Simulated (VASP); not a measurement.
ZrB2: single point with PBE

ZrB2:

```
Zr B
1.0
     3.18053    0.00000    0.00000
    -1.59027    2.75442    0.00000
     0.00000    0.00000    3.54474
Zr B
1 2
Direct
  0.00000 0.00000 0.00000
  0.33333 0.66667 0.50000
  0.66667 0.33333 0.50000
```

```yaml
Program: VASP 6.6.1
Task: single point
Functional: PBE
Potentials_or_basis: VASP PAW PBE potentials, release 64 (Zr_sv, B)
Cutoff: 520 eV
k_mesh: 10 × 10 × 8
Occupations: fermi-dirac, width 0.15 eV
Spin: no spin polarisation
Dipole_correction: no
Further_INCAR_settings: ALGO = Normal; EDIFF = 1e-06; NBANDS = 16
```

```json
{
 "Pressure": "-1.4 GPa",
 "Band gap on the k mesh": "zero (bands 9 and 10 overlap by 0.80 eV)"
}
```

Stress tensor (GPa, compression positive):
```
-1.71  0.00  0.00
 0.00 -1.71  0.00
 0.00  0.00 -0.72
```

Levels at points of the mesh, in eV from the Fermi level:
```
           k point  band 7  band 8  band 9  band 10  band 11  band 12
(0.00, 0.00, 0.00)   -2.55   -2.50   -2.29     3.41     3.41     4.18
(0.50, 0.00, 0.00)   -3.80   -2.99   -2.60     2.27     2.34     4.92
(0.00, 0.00, 0.50)   -0.90   -0.90    0.38     0.38     0.83     0.83
(0.50, 0.00, 0.50)   -4.52   -4.04   -1.97     3.75     4.08     5.28
```

Run time: 9.8 s on 1 thread of Intel(R) Xeon(R) 6975P-C (Granite Rapids), with other jobs on the host, peak memory 0.16 GiB.
